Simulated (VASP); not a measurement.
# Ca2Ge3 (P-3m1) in VASP: notebook, part 2 of 3

VASP 6.6.1. The steps go on from the part before.

### 3 Relaxation of cell and atoms, PBE

This run uses another cell than the first one, of 29.71 Å³/atom, 1.161 times its volume.

Input file INCAR:

```
SYSTEM = Ca2Ge3
  ALGO = Normal
  EDIFF = 1E-7
  EDIFFG = -0.04
  ENCUT = 600
  GGA = PE
  IBRION = 2
  ISIF = 3
  ISMEAR = 0
  LASPH = .TRUE.
  LCHARG = .FALSE.
  LREAL = .FALSE.
  LWAVE = .FALSE.
  NELM = 100
  NSW = 90
  PREC = Accurate
  SIGMA = 0.1
```

Input file KPOINTS:

```
k-points
0
G
  6 6 2
  0 0 0
```

Input file POSCAR:

```
Ca2Ge3
1.0
    3.7442107100      0.0000000000      0.0000000000
   -1.8721053600      3.2425816000      0.0000000000
    0.0000000000      0.0000000000     12.2365537000
Ca Ge
2 3
Direct
    0.3333333300      0.6666666700      0.2920730400
    0.6666666700      0.3333333300      0.7079269600
    0.3333333300      0.6666666700      0.9158539300
    0.6666666700      0.3333333300      0.0841460700
    0.0000000000      0.0000000000      0.5000000000
```

Potentials or basis: VASP PAW PBE potentials, release 64 (Ca_sv, Ge_d).

Started as:

```
$ cat potpaw_PBE.64/Ca_sv/POTCAR potpaw_PBE.64/Ge_d/POTCAR > POTCAR
$ mpirun -np 1 vasp_std > vasp.out
```

OUTCAR:

```text
SYSTEM = Ca2Ge3
   EDIFF = 1E-7
   EDIFFG = -0.04
   ENCUT = 600
   GGA = PE
   IBRION = 2
   ISIF = 3
   ISMEAR = 0
   LASPH = .TRUE.
   LREAL = .FALSE.
   NELM = 100
   NSW = 90
   PREC = Accurate

 ion  position               nearest neighbor table
   1  0.333  0.667  0.292-
   2  0.667  0.333  0.708-
   3  0.333  0.667  0.916-
   4  0.667  0.333  0.084-
   5  0.000  0.000  0.500-

  LATTYP: Found a hexagonal cell.
 ALAT       =     3.7442107100
 C/A-ratio  =     3.2681263550

  Lattice vectors:

 A1 = (   3.7442107100,   0.0000000000,   0.0000000000)
 A2 = (  -1.8721053600,   3.2425816000,   0.0000000000)
 A3 = (   0.0000000000,   0.0000000000,  12.2365537000)

Analysis of symmetry for initial positions (statically):
=====================================================================
 Subroutine PRICEL returns:
 Original cell was already a primitive cell.

 Routine SETGRP: Setting up the symmetry group for a
 hexagonal supercell.

 Subroutine GETGRP returns: Found 12 space group operations
 (whereof 12 operations were pure point group operations)
 out of a pool of 24 trial point group operations.

The static configuration has the point symmetry D_3d.

Analysis of symmetry for dynamics (positions and initial velocities):
=====================================================================
 Subroutine PRICEL returns:
 Original cell was already a primitive cell.

 Routine SETGRP: Setting up the symmetry group for a
 hexagonal supercell.

 Subroutine GETGRP returns: Found 12 space group operations
 (whereof 12 operations were pure point group operations)
 out of a pool of 24 trial point group operations.

The dynamic configuration has the point symmetry D_3d.

 Subroutine INISYM returns: Found 12 space group operations
 (whereof 12 operations are pure point group operations),
 and found     1 'primitive' translations

----------------------------------------------------------------------------------------

                                     Primitive cell

[... 86 lines left out ...]
   LREAL  =      F    real-space projection
   EDIFFG = -.4E-01   stopping-criterion for IOM
   NSW    =     90    number of steps for IOM
   IBRION =      2    ionic relax: 0-MD 1-quasi-New 2-CG
   NFREE  =      1    steps in history (QN), initial steepest desc. (CG)
   ISIF   =      3    stress and relaxation
   ISYM   =      2    0-nonsym 1-usesym 2-fastsym
   POTIM  = 0.5000    time-step for ionic-motion
   TEBEG  =    0.0;   TEEND  =   0.0 temperature during run
   PSTRESS=    0.0 pullay stress
   NELECT =      62.0000    total number of electrons
   NUPDOWN=      -1.0000    fix difference up-down
   EMIN   =  10.00;   EMAX   =-10.00  energy-range for DOS
   EFERMI =   0.00;   METHOD = LEGACY
   ISMEAR =     0;   SIGMA  =   0.10  broadening in eV -4-tet -1-fermi 0-gaus
   EFERMI_NEDOS =   21; number of points for ismear=-14 and -15
   IALGO  =     38    algorithm
   IMIX   =      4    mixing-type and parameters
     AMIX     =   0.40;   BMIX     =  1.00
     AMIX_MAG =   1.60;   BMIX_MAG =  1.00
  volume/ion in A,a.u.               =      29.71       200.51
  Fermi-wavevector in a.u.,A,eV,Ry     =   1.223400  2.311892 20.363956  1.496709
  Thomas-Fermi vector in A             =   2.358513
   LORBIT       =      0    0 simple, 1 ext, 2 COOP (PROOUT), +10 PAW based schemes
   GGA     = PE    functional components
   LHFCALC =     F    Hartree Fock is set to
   AEXX    =    0.0000 exact exchange contribution
   IVDW    =     0    specifies the selected vdW correction
   LEPSILON=     F    determine dielectric tensor
   LRPA    =     F    only Hartree local field effects (RPA)
 conjugate gradient relaxation of ions
 non-spin polarized calculation
 Gauss-broadening in eV      SIGMA  =   0.10
  energy-cutoff  :      600.00
  volume of cell :      148.56
 maximum number of plane-waves:      5023
 NGX is ok and might be reduce to    30
   NGX = 15   NGY = 15   NGZ = 49

--------------------------------------- Ionic step        1  -------------------------------------------

 number of electron      62.0000019 magnetization

 Free energy of the ion-electron system (eV)
  ---------------------------------------------------
  ext. energy  EPLUGINS =         0.00000000
  ---------------------------------------------------
  free energy    TOTEN  =       -17.49923860 eV

  energy without entropy =      -17.46968313  energy(sigma->0) =      -17.48446086

 E-fermi :   3.2159     XC(G=0):  -9.0171

 val. band max:        3.1599344609   @ k =   0.3333   0.1667   0.0000
 cond. band min:       3.2491908906   @ k =   0.3333   0.1667   0.5000
 fundamental gap:      0.0892564297
 Fermi energy:         3.2159286868
[... 1238 lines left out ...]
     36       8.0995      0.00000
     37       9.1031      0.00000

[... ionic steps 4 to 13 ...]

--------------------------------------- Ionic step       14  -------------------------------------------

 number of electron      61.9999995 magnetization

------------------------ aborting loop because EDIFF is reached ----------------------------------------
[... 73 lines left out ...]
--------------------------------------- Ionic step       16  -------------------------------------------

 number of electron      62.0000010 magnetization

 Free energy of the ion-electron system (eV)
  ---------------------------------------------------
  ext. energy  EPLUGINS =         0.00000000
  ---------------------------------------------------
  free energy    TOTEN  =       -19.50475475 eV

  energy without entropy =      -19.49347398  energy(sigma->0) =      -19.49911437

 E-fermi :   3.6248     XC(G=0):  -9.4814

 val. band max:        3.5629473708   @ k =   0.3333   0.1667   0.5000
 cond. band min:       3.7104113558   @ k =   0.0000   0.0000   0.5000
 fundamental gap:      0.1474639850
 Fermi energy:         3.6247935263
[... 590 lines left out ...]
  FREE ENERGIE OF THE ION-ELECTRON SYSTEM (eV)
  ---------------------------------------------------
  free  energy   TOTEN  =       -19.5047547540 eV

  energy  without entropy=      -19.4934739779  energy(sigma->0) =      -19.49911437

 reached required accuracy - stopping structural energy minimisation
```

OSZICAR:

```text
N       E                     dE             d eps       ncg     rms          rms(c)
DAV:   1     0.708977982585E+03    0.70898E+03   -0.33445E+04  1249   0.363E+03
[... 185 lines left out ...]
DAV:   4    -0.195048739390E+02    0.75102E-04   -0.30546E-03  1478   0.370E-01    0.994E-02
DAV:   5    -0.195047773623E+02    0.96577E-04   -0.38565E-04  1419   0.144E-01    0.310E-02
DAV:   6    -0.195047574609E+02    0.19901E-04   -0.76505E-05  1320   0.102E-01    0.133E-02
DAV:   7    -0.195047544592E+02    0.30017E-05   -0.15184E-05  1526   0.252E-02    0.391E-03
DAV:   8    -0.195047545169E+02   -0.57695E-07   -0.16046E-06  1216   0.735E-03    0.626E-04
DAV:   9    -0.195047547031E+02   -0.18617E-06   -0.93472E-08   746   0.366E-03    0.177E-04
DAV:  10    -0.195047547540E+02   -0.50926E-07   -0.19789E-08   673   0.120E-03
  16 F= -.19504755E+02 E0= -.19499114E+02  d E =-.668304E-03
```

It took 24 min on 1 thread of Intel Xeon Platinum 8259CL at 2.50GHz (Skylake/Cascade Lake), shared host; peak memory 0.35 GiB.

What came out:

```yaml
Free_energy: -19.5048 eV
Relaxed_volume: 25.69 Å³/atom
Relaxed_cell: a = 3.932 Å, b = 3.932 Å, c = 9.594 Å, α = 90.00°, β = 90.00°, γ = 120.00°
Space_group_after_relaxing_to_0.05_Å: P-3m1 (No. 164)
Energy_gained_by_relaxing: 401.1 meV/atom
Ionic_steps: 16
Pressure_after_relaxing: -0.1 GPa
Largest_force_after_relaxing: 0.025 eV/Å
Band_gap_on_the_k_mesh: zero (band 31 reaches 5.06 eV, above the bottom of band 32 at 2.97 eV)
```

Forces in eV/Å, atoms in the order of the input:
```
Ca   0.000  0.000  0.001
Ca   0.000  0.000 -0.001
Ge   0.000  0.000  0.025
Ge   0.000  0.000 -0.025
Ge   0.000  0.000  0.000
```

Stress tensor (GPa, compression positive):
```
-0.06  0.00  0.00
 0.00 -0.06  0.00
 0.00  0.00 -0.15
```

Step by step:
```tsv
step	energy change (eV)	largest force (eV/Å)	pressure (GPa)	volume (Å³)
1	0.0000	0.8873	-5.72	148.56
2	-0.9427	1.2832	-1.73	126.69
3	-1.1421	1.5007	2.68	116.08
4	-1.5880	0.4335	4.93	115.11
5	-1.6417	0.5310	5.87	114.60
6	-1.6006	0.7320	7.97	113.31
7	-1.6639	0.6547	6.74	114.07
8	-1.9522	0.3458	0.91	127.06
9	-1.9525	0.3368	0.77	127.51
10	-1.9786	0.2869	0.30	128.10
11	-1.9899	0.2647	-0.24	128.82
12	-1.9902	0.2678	-0.17	128.71
13	-1.9980	0.1977	-0.05	128.33
14	-2.0046	0.0174	0.31	127.36
15	-2.0048	0.0199	0.24	127.52
16	-2.0055	0.0254	-0.09	128.47
```

Final structure:
```
Ca Ge
1.0
     3.93222    0.00000    0.00000
    -1.96611    3.40540    0.00000
     0.00000    0.00000    9.59403
Ca Ge
2 3
Cartesian
  0.0000 2.2703 2.7324
  1.9661 1.1351 6.8616
  0.0000 2.2703 9.0221
  1.9661 1.1351 0.5720
  0.0000 0.0000 4.7970
```

(Part 2 of 3 ends here.)
